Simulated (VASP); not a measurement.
# NiGe (base) (Pnma) in VASP: single point with PBE

Aim: the single point of NiGe (base) with PBE.

All numbers are computed with VASP 6.6.1; they aren't measurements. Logs are shortened: lines on timing, memory, paths and dates and some standing lists are left out, and cuts for length are marked.

## 1. The cell of the first run

Symmetry: Pnma, No. 62, orthorhombic system. The conventional cell has a = 5.381 Å, b = 3.428 Å, c = 5.811 Å, α = 90.00°, β = 90.00°, γ = 90.00°. Ni (site symmetry m) has 6 Ge at 2.33 to 2.49 Å and 4 Ni at 2.78 to 2.80 Å within 3.1 Å. Within 3.1 Å of Ge (site symmetry m) lie 6 Ni at 2.33 to 2.49 Å and 2 Ge at 2.82 Å.

## 2. Single point, PBE

Input file INCAR:

```
PREC = Accurate
ENCUT = 520
EDIFF = 1E-7
ISMEAR = 0
SIGMA = 0.1
LREAL = False
LASPH = True
NELM = 60
ALGO = Normal
ISIF = 2
LWAVE = False
LCHARG = False
GGA = PE
NBANDS = 58
```

Input file KPOINTS:

```
Automatic mesh
0
Gamma
  4 6 4
```

Input file POSCAR:

```
NiGe
1.0
    5.3810000000      0.0000000000      0.0000000000
    0.0000000000      3.4280000000      0.0000000000
    0.0000000000      0.0000000000      5.8110000000
Ni Ge
4 4
Direct
    0.9950000000      0.7500000000      0.1900000000
    0.0050000000      0.2500000000      0.8100000000
    0.5050000000      0.2500000000      0.6900000000
    0.4950000000      0.7500000000      0.3100000000
    0.8120000000      0.7500000000      0.5830000000
    0.1880000000      0.2500000000      0.4170000000
    0.6880000000      0.2500000000      0.0830000000
    0.3120000000      0.7500000000      0.9170000000
```

Potentials or basis: VASP PAW PBE potentials, release 64 (Ni, Ge_d).

Command:

```bash
$ cat potpaw_PBE.64/Ni/POTCAR potpaw_PBE.64/Ge_d/POTCAR > POTCAR
$ mpirun -np 1 vasp_std > vasp.out
```

OUTCAR:

```text
PREC = Accurate
   ENCUT = 520
   EDIFF = 1E-7
   ISMEAR = 0
   LREAL = False
   LASPH = True
   NELM = 60
   ISIF = 2
   GGA = PE

 ion  position               nearest neighbor table
   1  0.995  0.750  0.190-   8 2.33   6 2.40   6 2.40   7 2.46   7 2.46   5 2.49   4 2.78   4 2.78
                             2 2.80   2 2.80
   2  0.005  0.250  0.810-   7 2.33   5 2.40   5 2.40   8 2.46   8 2.46   6 2.49   3 2.78   3 2.78
                             1 2.80   1 2.80
   3  0.505  0.250  0.690-   6 2.33   8 2.40   8 2.40   5 2.46   5 2.46   7 2.49   2 2.78   2 2.78
                             4 2.80   4 2.80
   4  0.495  0.750  0.310-   5 2.33   7 2.40   7 2.40   6 2.46   6 2.46   8 2.49   1 2.78   1 2.78
                             3 2.80   3 2.80
   5  0.812  0.750  0.583-   4 2.33   2 2.40   2 2.40   3 2.46   3 2.46   1 2.49   6 2.82   6 2.82

   6  0.188  0.250  0.417-   3 2.33   1 2.40   1 2.40   4 2.46   4 2.46   2 2.49   5 2.82   5 2.82

   7  0.688  0.250  0.083-   2 2.33   4 2.40   4 2.40   1 2.46   1 2.46   3 2.49   8 2.82   8 2.82

   8  0.312  0.750  0.917-   1 2.33   3 2.40   3 2.40   2 2.46   2 2.46   4 2.49   7 2.82   7 2.82

  LATTYP: Found a simple orthorhombic cell.
 ALAT       =     3.4280000000
 B/A-ratio  =     1.5697199533
 C/A-ratio  =     1.6951575263

  Lattice vectors:

 A1 = (   0.0000000000,  -3.4280000000,   0.0000000000)
 A2 = (   5.3810000000,   0.0000000000,   0.0000000000)
 A3 = (   0.0000000000,   0.0000000000,   5.8110000000)

Analysis of symmetry for initial positions (statically):
=====================================================================
 Subroutine PRICEL returns:
 Original cell was already a primitive cell.

 Routine SETGRP: Setting up the symmetry group for a
 simple orthorhombic supercell.

 Subroutine GETGRP returns: Found  8 space group operations
 (whereof  2 operations were pure point group operations)
 out of a pool of  8 trial point group operations.

The static configuration has the point symmetry S_2 .
 The point group associated with its full space group is D_2h.

Analysis of symmetry for dynamics (positions and initial velocities):
=====================================================================
 Subroutine PRICEL returns:
 Original cell was already a primitive cell.

 Routine SETGRP: Setting up the symmetry group for a
 simple orthorhombic supercell.

 Subroutine GETGRP returns: Found  8 space group operations
 (whereof  2 operations were pure point group operations)
 out of a pool of  8 trial point group operations.

The dynamic configuration has the point symmetry S_2 .
 The point group associated with its full space group is D_2h.

 Subroutine INISYM returns: Found  8 space group operations
 (whereof  2 operations are pure point group operations),
 and found     1 'primitive' translations

----------------------------------------------------------------------------------------

                                     Primitive cell

  volume of cell :     107.1901

  direct lattice vectors                    reciprocal lattice vectors
     5.381000000  0.000000000  0.000000000     0.185839063  0.000000000  0.000000000
     0.000000000  3.428000000  0.000000000     0.000000000  0.291715286  0.000000000
     0.000000000  0.000000000  5.811000000     0.000000000  0.000000000  0.172087420

  length of vectors
     5.381000000  3.428000000  5.811000000     0.185839063  0.291715286  0.172087420

  position of ions in fractional coordinates (direct lattice)
     0.995000000  0.750000000  0.190000000
     0.005000000  0.250000000  0.810000000
     0.505000000  0.250000000  0.690000000
     0.495000000  0.750000000  0.310000000
     0.812000000  0.750000000  0.583000000
     0.188000000  0.250000000  0.417000000
     0.688000000  0.250000000  0.083000000
     0.312000000  0.750000000  0.917000000

  ion indices of the primitive-cell ions
   primitive index   ion index
                 1           1
                 2           2
                 3           3
                 4           4
                 5           5
                 6           6
                 7           7
                 8           8

----------------------------------------------------------------------------------------

 KPOINTS: Automatic mesh

Automatic generation of k-mesh.
 Grid dimensions read from file:
 generate k-points for:    4    6    4

 Generating k-lattice:

  Cartesian coordinates                     Fractional coordinates (reciprocal lattice)
     0.046459766  0.000000000  0.000000000     0.250000000  0.000000000  0.000000000
     0.000000000  0.048619214  0.000000000     0.000000000  0.166666667  0.000000000
     0.000000000  0.000000000  0.043021855     0.000000000  0.000000000  0.250000000

  Length of vectors
     0.046459766  0.048619214  0.043021855

  Shift w.r.t. Gamma in fractional coordinates (k-lattice)
     0.000000000  0.000000000  0.000000000

 Subroutine IBZKPT returns following result:
 ===========================================

 Found     36 irreducible k-points:

 Following reciprocal coordinates:
            Coordinates               Weight
  0.000000  0.000000  0.000000      1.000000
  0.250000  0.000000  0.000000      2.000000
  0.500000  0.000000  0.000000      1.000000
  0.000000  0.166667  0.000000      2.000000
  0.250000  0.166667  0.000000      4.000000
  0.500000  0.166667  0.000000      2.000000
[... 16 lines left out ...]
  0.250000  0.500000  0.250000      4.000000
  0.500000  0.500000  0.250000      2.000000
 [... further k-points ...]
   k-points           NKPTS =     36   k-points in BZ     NKDIM =     36   number of bands    NBANDS=     58
   number of dos      NEDOS =    301   number of ions     NIONS =      8
   total plane-waves  NPLWV =  53760
   dimension x,y,z NGX =    40 NGY =   28 NGZ =   48
   dimension x,y,z NGXF=    80 NGYF=   56 NGZF=   96
   ions per type =               4   4
   NGX,Y,Z   is equivalent  to a cutoff of  12.36, 13.58, 13.73 a.u.
   NGXF,Y,Z  is equivalent  to a cutoff of  24.72, 27.16, 27.46 a.u.
 SYSTEM =  unknown system
   PREC   = accura    normal or accurate (medium, high low for compatibility)
   ISTART =      0    job   : 0-new  1-cont  2-samecut
   ICHARG =      2    charge: 1-file 2-atom 10-const
   ISPIN  =      1    spin polarized calculation?
   LNONCOLLINEAR =      F non collinear calculations
   LSORBIT =      F    spin-orbit coupling
   LASPH  =      T    aspherical Exc in radial PAW
   ENCUT  =  520.0 eV  38.22 Ry    6.18 a.u.  10.01  6.37 10.80*2*pi/ulx,y,z
   NELM   =     60;   NELMIN=  2; NELMDL= -5     # of ELM steps
   EDIFF  = 0.1E-06   stopping-criterion for ELM
   LREAL  =      F    real-space projection
   EDIFFG = 0.1E-05   stopping-criterion for IOM
   NSW    =      0    number of steps for IOM
   IBRION =     -1    ionic relax: 0-MD 1-quasi-New 2-CG
   NFREE  =      0    steps in history (QN), initial steepest desc. (CG)
   ISIF   =      2    stress and relaxation
   ISYM   =      2    0-nonsym 1-usesym 2-fastsym
   POTIM  = 0.5000    time-step for ionic-motion
   TEBEG  =    0.0;   TEEND  =   0.0 temperature during run
   PSTRESS=    0.0 pullay stress
   NELECT =      96.0000    total number of electrons
   NUPDOWN=      -1.0000    fix difference up-down
   EMIN   =  10.00;   EMAX   =-10.00  energy-range for DOS
   EFERMI =   0.00;   METHOD = LEGACY
   ISMEAR =     0;   SIGMA  =   0.10  broadening in eV -4-tet -1-fermi 0-gaus
   EFERMI_NEDOS =   21; number of points for ismear=-14 and -15
   IALGO  =     38    algorithm
   IMIX   =      4    mixing-type and parameters
     AMIX     =   0.40;   BMIX     =  1.00
     AMIX_MAG =   1.60;   BMIX_MAG =  1.00
  volume/ion in A,a.u.               =      13.40        90.42
  Fermi-wavevector in a.u.,A,eV,Ry     =   1.578024  2.982033 33.880692  2.490161
  Thomas-Fermi vector in A             =   2.678618
   LORBIT       =      0    0 simple, 1 ext, 2 COOP (PROOUT), +10 PAW based schemes
   GGA     = PE    functional components
   LHFCALC =     F    Hartree Fock is set to
   AEXX    =    0.0000 exact exchange contribution
   IVDW    =     0    specifies the selected vdW correction
   LEPSILON=     F    determine dielectric tensor
   LRPA    =     F    only Hartree local field effects (RPA)
 non-spin polarized calculation
 Gauss-broadening in eV      SIGMA  =   0.10
  energy-cutoff  :      520.00
  volume of cell :      107.19
 maximum number of plane-waves:      2922
   NGX = 21   NGY = 13   NGZ = 21

 number of electron      96.0000019 magnetization

 Free energy of the ion-electron system (eV)
  ---------------------------------------------------
  ext. energy  EPLUGINS =         0.00000000
  ---------------------------------------------------
  free energy    TOTEN  =       -42.41537070 eV

  energy without entropy =      -42.40916384  energy(sigma->0) =      -42.41226727

 E-fermi :   8.9247     XC(G=0): -12.5349

 val. band max:        8.9216873000   @ k =   0.0000   0.0000   0.2500
 cond. band min:       9.0058001257   @ k =   0.2500   0.0000   0.0000
 fundamental gap:      0.0841128257
 Fermi energy:         8.9246679630

 k-point     1 :       0.0000    0.0000    0.0000
  band No.  band energies     occupation
      1     -15.7829      2.00000
      2     -15.7716      2.00000
      3     -15.7601      2.00000
      4     -15.7585      2.00000
      5     -15.7338      2.00000
      6     -15.7186      2.00000
[... 50 lines left out ...]
     57      15.6490      0.00000
     58      15.7660      0.00000

 k-point     2 :       0.2500    0.0000    0.0000
  band No.  band energies     occupation
      1     -15.7809      2.00000
      2     -15.7729      2.00000
      3     -15.7583      2.00000
      4     -15.7571      2.00000
      5     -15.7340      2.00000
      6     -15.7214      2.00000
[... 50 lines left out ...]
     57      14.8973      0.00000
     58      15.3220      0.00000

 k-point     3 :       0.5000    0.0000    0.0000
  band No.  band energies     occupation
      1     -15.7765      2.00000
      2     -15.7765      2.00000
      3     -15.7559      2.00000
      4     -15.7559      2.00000
      5     -15.7307      2.00000
      6     -15.7307      2.00000
[... 1216 lines left out ...]
      3     -15.7628      2.00000
      4     -15.7628      2.00000
      5     -15.7314      2.00000
      6     -15.7314      2.00000
[... 50 lines left out ...]
     57      15.6769      0.00000
     58      15.6769      0.00000

 k-point    24 :       0.5000    0.5000    0.2500
  band No.  band energies     occupation
      1     -15.7627      2.00000
      2     -15.7627      2.00000
      3     -15.7627      2.00000
      4     -15.7627      2.00000
      5     -15.7240      2.00000
      6     -15.7240      2.00000
[... 50 lines left out ...]
     57      15.4744      0.00000
     58      15.4744      0.00000

 [... further k-points ...]
[... 5 lines left out ...]
  --------------------------------------------------------------------------------------
  -------------------------------------------------------------------------------------
  Total        3.0357621      1.6720100      2.7665463      0.0000000      0.0000000      0.0000000
  in kB       45.3757313     24.9916412     41.3517453      0.0000000      0.0000000      0.0000000
  external PRESSURE =      37.2397059 kB  Pullay stress =       0.0000000 kB

 VOLUME and BASIS-vectors are now :
 -----------------------------------------------------------------------------
  energy-cutoff  :      520.00
  volume of cell :      107.19
      direct lattice vectors                 reciprocal lattice vectors
     5.381000000  0.000000000  0.000000000     0.185839063  0.000000000  0.000000000
     0.000000000  3.428000000  0.000000000     0.000000000  0.291715286  0.000000000
     0.000000000  0.000000000  5.811000000     0.000000000  0.000000000  0.172087420

 POSITION                                       TOTAL-FORCE (eV/Angst)
 -----------------------------------------------------------------------------------
      5.35409      2.57100      1.10409        -0.084195      0.000000     -0.041467
      0.02691      0.85700      4.70691         0.084195      0.000000      0.041467
      2.71741      0.85700      4.00959         0.084195     -0.000000     -0.041467
      2.66359      2.57100      1.80141        -0.084195      0.000000      0.041467
      4.36937      2.57100      3.38781        -0.021636      0.000000      0.133101
      1.01163      0.85700      2.42319         0.021636      0.000000     -0.133101
      3.70213      0.85700      0.48231         0.021636      0.000000      0.133101
      1.67887      2.57100      5.32869        -0.021636      0.000000     -0.133101
 -----------------------------------------------------------------------------------
    total drift:                               -0.000000      0.000000     -0.000000

  FREE ENERGIE OF THE ION-ELECTRON SYSTEM (eV)
  ---------------------------------------------------
  free  energy   TOTEN  =       -42.4153706996 eV

  energy  without entropy=      -42.4091638401  energy(sigma->0) =      -42.41226727
```

Wall time 5.1 min (1 thread of AMD EPYC 7R43 (Zen 3), shared host); peak memory 0.28 GiB.

What came out:

```
Free energy            : -42.4154 eV
Pressure               : 3.7 GPa
Largest force          : 0.135 eV/Å
Band gap on the k mesh : zero (band 48 reaches 9.72 eV, above the bottom of band 49 at 8.34 eV)
```

Forces in eV/Å, atoms in the order of the input:
```
Ni  -0.084  0.000 -0.041
Ni   0.084  0.000  0.041
Ni   0.084  0.000 -0.041
Ni  -0.084  0.000  0.041
Ge  -0.022  0.000  0.133
Ge   0.022  0.000 -0.133
Ge   0.022  0.000  0.133
Ge  -0.022  0.000 -0.133
```

Levels at points of the mesh, in eV from the Fermi level:
| k point | band 44 | band 45 | band 46 | band 47 | band 48 | band 49 | band 50 | band 51 | band 52 | band 53 |
| --- | --- | --- | --- | --- | --- | --- | --- | --- | --- | --- |
| (0.00, 0.00, 0.00) | -1.71 | -1.68 | -1.07 | -0.86 | -0.71 | 0.63 | 0.77 | 4.03 | 4.21 | 4.48 |
| (0.50, 0.00, 0.00) | -1.67 | -1.58 | -1.58 | 0.70 | 0.70 | 1.60 | 1.60 | 3.14 | 3.14 | 4.46 |
| (0.00, 0.50, 0.00) | -1.71 | -1.56 | -1.56 | -1.20 | -1.20 | -0.52 | -0.52 | 1.99 | 1.99 | 2.21 |
| (0.50, 0.50, 0.00) | -1.70 | -1.37 | -1.37 | -1.37 | -1.37 | 0.32 | 0.32 | 0.32 | 0.32 | 4.16 |
| (0.00, 0.00, 0.50) | -1.76 | -1.31 | -1.31 | -0.23 | -0.23 | 1.26 | 1.26 | 2.66 | 2.66 | 4.39 |
| (0.50, 0.00, 0.50) | -1.79 | -0.98 | -0.98 | 0.64 | 0.64 | 2.50 | 2.50 | 2.55 | 2.55 | 2.66 |
| (0.00, 0.50, 0.50) | -1.64 | -1.61 | -1.61 | -1.50 | -1.50 | 0.36 | 0.36 | 0.71 | 0.71 | 2.20 |
| (0.50, 0.50, 0.50) | -1.79 | -1.54 | -1.54 | -1.54 | -1.54 | 2.44 | 2.44 | 2.44 | 2.44 | 3.30 |

Spin polarisation is off, so any magnetic state and its effect on volume and gap are missing.
